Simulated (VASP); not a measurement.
# CdS (wurtzite type): single point with PBE

Crystal: CdS (wurtzite type).

```
Cd S
1.0
     2.50508    0.00000    0.00000
    -1.25254    2.16946    0.00000
     0.00000    0.00000    9.09035
Cd S
2 2
Direct
  0.33333 0.66667 0.05903
  0.66667 0.33333 0.55903
  0.33333 0.66667 0.31697
  0.66667 0.33333 0.81697
```

- Program: VASP 6.6.1
- Task: single point
- Functional: PBE
- Potentials or basis: VASP PAW PBE potentials, release 64 (Cd, S)
- Cutoff: 520 eV
- k mesh: 10 × 10 × 6
- Occupations: fermi-dirac, width 0.08 eV
- Spin: no spin polarisation
- Dipole correction: no
- Further INCAR settings: ALGO = Normal; EDIFF = 1e-06; NBANDS = 26

```json
{
  "Pressure": "103.0 GPa",
  "Largest force": "0.012 eV/Å",
  "Band gap on the k mesh": "zero (band 18 reaches 14.50 eV, above the bottom of band 19 at 8.12 eV)"
}
```

Forces in eV/Å, atoms in the order of the input:
```
Cd   0.000  0.000  0.012
Cd   0.000  0.000  0.012
S    0.000  0.000 -0.012
S    0.000  0.000 -0.012
```

Levels at points of the mesh, in eV from the Fermi level:
```
           k point  band 16  band 17  band 18  band 19  band 20  band 21
(0.00, 0.00, 0.00)     0.54     1.52     4.22     4.22     4.35     4.35
(0.50, 0.00, 0.00)    -3.80    -1.58     0.02     0.46     0.82     2.51
(0.00, 0.00, 0.50)    -3.67     4.28     4.28     4.28     4.28     5.99
(0.50, 0.00, 0.50)    -4.33    -0.85    -0.85     0.64     0.64     3.41
```

Run time: 30 s on 1 thread of Intel(R) Xeon(R) 6975P-C (Granite Rapids), on a shared host, peak memory 0.2 GiB.
